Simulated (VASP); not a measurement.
**NaH: single point with PBE**

The system is NaH.

```xyz
2
Lattice="0.0000 2.5620 2.3180 2.5620 0.0000 2.3180 2.5620 2.5620 0.0000" Properties=species:S:1:pos:R:3 pbc="T T T"
Na    0.0000    0.0000    0.0000
H     2.5620    2.5620    2.3180
```

This cell differs from its parent crystal: strain +0.050 along x and y, -0.050 along z.

```
Program             : VASP 6.6.1
Task                : single point
Functional          : PBE
Potentials or basis : VASP PAW PBE potentials, release 64 (Na_pv, H)
Cutoff              : 520 eV
k mesh              : 8 × 8 × 8
Occupations         : gaussian, width 0.05 eV
Spin                : no spin polarisation
```

```json
{"Pressure": "-1.2 GPa", "Band gap on the k mesh": "3.55 eV, indirect (least direct gap 4.47 eV)"}
```

Stress tensor (GPa, compression positive):
```
-2.05  0.00  0.00
 0.00 -2.05  0.00
 0.00  0.00  0.41
```

Levels at points of the mesh, in eV from the valence-band top:
```csv
k point,band 2,band 3,band 4,band 5,band 6,band 7
"(0.00, 0.00, 0.00)",-22.36,-22.32,-3.53,9.54,14.86,14.86
"(0.50, 0.00, 0.00)",-22.37,-22.34,-0.93,3.55,10.04,12.14
"(0.50, 0.50, 0.00)",-22.39,-22.39,0.00,5.18,9.04,9.34
"(0.50, 0.00, 0.50)",-22.37,-22.35,-0.45,4.03,10.03,10.50
```

Run time: 9 s on 1 thread of Intel(R) Xeon(R) 6975P-C (Granite Rapids) (shared host), peak memory 0.15 GiB.

Caveat: the cell differs from its parent crystal (strain +0.050 along x and y, -0.050 along z). A k mesh can miss the band edges.
